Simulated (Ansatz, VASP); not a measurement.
# AgCl in VASP and in Ansatz

INCAR

```
PREC = Accurate
ENCUT = 520
EDIFF = 1E-6
ISMEAR = 0
SIGMA = 0.05
LREAL = F
LASPH = T
NELM = 80
ALGO = Normal
ISIF = 2
LWAVE = F
LCHARG = F
GGA = RP
NBANDS = 66
```

KPOINTS

```
Automatic mesh
0
Gamma
  5 7 3
```

The input POSCAR:

```
AgCl
1.0
    0.2747307082      0.0000000000     -5.6051095939
   -3.9643020236      0.0000000000     -0.1970743489
    0.0000000000     11.9041653747      0.0000000000
Ag Cl
6 6
Direct
    0.7496128364      0.7496524541      0.0833333333
    0.7496128364      0.7496524541      0.4166666667
    0.7496128364      0.7496524541      0.7500000000
    0.2503871636      0.2503475459      0.2500000000
    0.2503871636      0.2503475459      0.5833333333
    0.2503871636      0.2503475459      0.9166666667
    0.7502897868      0.2500543260      0.2500000000
    0.7502897868      0.2500543260      0.5833333333
    0.7502897868      0.2500543260      0.9166666667
    0.2497102132      0.7499456740      0.0833333333
    0.2497102132      0.7499456740      0.4166666667
    0.2497102132      0.7499456740      0.7500000000
```

Input for Ansatz:

```yaml
crystal:
  lattice:
    - [0.2747307082, 0.0, -5.6051095939]
    - [-3.9643020236, 0.0, -0.1970743489]
    - [0.0, 11.9041653747, 0.0]
  atoms:
    - { symbol: Ag, position: [0.7496128364, 0.7496524541, 0.0833333333] }
    - { symbol: Ag, position: [0.7496128364, 0.7496524541, 0.4166666667] }
    - { symbol: Ag, position: [0.7496128364, 0.7496524541, 0.75] }
    - { symbol: Ag, position: [0.2503871636, 0.2503475459, 0.25] }
    - { symbol: Ag, position: [0.2503871636, 0.2503475459, 0.5833333333] }
    - { symbol: Ag, position: [0.2503871636, 0.2503475459, 0.9166666667] }
    - { symbol: Cl, position: [0.7502897868, 0.250054326, 0.25] }
    - { symbol: Cl, position: [0.7502897868, 0.250054326, 0.5833333333] }
    - { symbol: Cl, position: [0.7502897868, 0.250054326, 0.9166666667] }
    - { symbol: Cl, position: [0.2497102132, 0.749945674, 0.0833333333] }
    - { symbol: Cl, position: [0.2497102132, 0.749945674, 0.4166666667] }
    - { symbol: Cl, position: [0.2497102132, 0.749945674, 0.75] }
kpoints:
  mp_grid: { grid: [5, 7, 3] }
hamiltonian:
  xc: rpbe
scf:
  occupations: { method: gaussian, width: 0.05 }
  n_extra_bands: 32
output:
  forces: true
  eigenvalues: true
  stress: true
```

Alike in both runs: task single point; functional RPBE; k mesh 5 × 7 × 3; occupations gaussian, width 0.05 eV; no spin polarisation.

```csv
,VASP,Ansatz
version,VASP 6.6.1,Ansatz 0.2.0
potentials or method,"VASP PAW PBE potentials, release 64 (Ag, Cl)","scalar-relativistic, plane waves, PAW"
plane-wave cutoff (eV),520,420
valence electrons in the cell,108,156
```

Ansatz gave:

- gap on the k mesh at the Fermi level (eV): 1.15
- pressure (GPa): 3.0

Problem. Which values does VASP return?

Solution. gap on the k mesh at the Fermi level (eV): 1.14; pressure (GPa): 2.9.

VASP's potentials were made for PBE, not for RPBE. VASP's potentials hold 108 valence electrons a cell and Ansatz's 156, so a difference there can come from the potentials and not from the codes.
